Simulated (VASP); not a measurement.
Input of a VASP 6.6.1 run:

The input INCAR:

```
ALGO     = Normal         # electronic algorithm
EDIFF    = 1E-6           # SCF threshold, eV
ENCUT    = 500            # plane-wave cutoff, eV
GGA      = PE             # functional
GGA_COMPAT= F            
ISIF     = 2              # what is computed and relaxed
ISMEAR   = 0              # smearing method
LASPH    = T              # aspherical terms in the spheres
LCHARG   = F              # write CHGCAR
LREAL    = F              # projectors in reciprocal space
LWAVE    = F              # write WAVECAR
NBANDS   = 17             # bands
NELM     = 120            # most SCF steps
PREC     = Accurate       # precision mode
SIGMA    = 0.01           # smearing width, eV
```

KPOINTS

```
k-points
0
Gamma
  4 4 4
```

POSCAR

```
Na2S
1.0
    0.0000000000      3.2554286135      3.2554286135
    3.2554286135      0.0000000000      3.2554286135
    3.2554286135      3.2554286135      0.0000000000
Na S
2 1
Direct
    0.2500000000      0.2500000000      0.2500000000
    0.7500000000      0.7500000000      0.7500000000
    0.0000000000      0.0000000000      0.0000000000
```

Potentials or basis: VASP PAW PBE potentials, release 64 (Na_pv, S).

The run is started by

```console
$ cat potpaw_PBE.64/Na_pv/POTCAR potpaw_PBE.64/S/POTCAR > POTCAR
$ mpirun -np 1 vasp_std > vasp.out
```

(1) What does it give for the band gap on the k mesh?

(2) Predict the pressure.

Answers

(1) 2.53 eV.

(2) 0.9 GPa.
